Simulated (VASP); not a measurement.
Write the native input for VASP 6.6.1 that does the following.

| Property | Result |
| --- | --- |
| Task | single point |
| Functional | PBE |
| Potentials or basis | VASP PAW PBE potentials, release 64 (Na_pv, H) |
| Cutoff | 520 eV |
| k mesh | 6 × 4 × 4 |
| Occupations | gaussian, width 0.1 eV |
| Spin | no spin polarisation |
| Dipole correction | no |
| Further INCAR settings | ALGO = Normal; EDIFF = 1e-07; NBANDS = 14 |

The structure of NaH4 lies in POSCAR:

```
NaH4
1.0
    2.8759885700      0.0000000000      0.0000000000
    0.0000000000      3.2370329200      2.7855292800
    0.0000000000     -3.2370329200      2.7855292800
Na H
1 4
Direct
    0.5000000000      0.6739683500      0.6739683500
    0.5000000000      0.3488087100      0.1591128700
    0.5000000000      0.1591128700      0.3488087100
    0.0000000000      0.1377748900      0.6015676400
    0.0000000000      0.6015676400      0.1377748900
```

The cell was generated, and may not be a known phase.

These files were run (other wordings do the same):

INCAR

```
ALGO = Normal
EDIFF = 1E-7
ENCUT = 520
GGA = PE
ISIF = 2
ISMEAR = 0
LASPH = T
LCHARG = F
LREAL = F
LWAVE = F
NBANDS = 14
NELM = 100
PREC = Accurate
SIGMA = 0.1
```

KPOINTS

```
k-points
0
Gamma
  6 4 4
```

Potentials or basis: VASP PAW PBE potentials, release 64 (Na_pv, H).

The run is started by

```console
$ cat potpaw_PBE.64/Na_pv/POTCAR potpaw_PBE.64/H/POTCAR > POTCAR
$ mpirun -np 1 vasp_std > vasp.out
```

Results of the run:

```
Pressure               : -6.9 GPa
Largest force          : 1.888 eV/Å
Band gap on the k mesh : zero (an odd number of electrons rules out a gap without spin polarisation)
```

Caveat: the k points lie up to 0.37 Å⁻¹ apart, too coarse for converged energies and pressures of a metal; forces of over 1 eV/Å act on the atoms, so gaps and moduli don't describe the material at rest.

It took 18 s on 1 thread of Intel Xeon 8259CL, with other jobs on the host, peak memory 0.16 GiB.
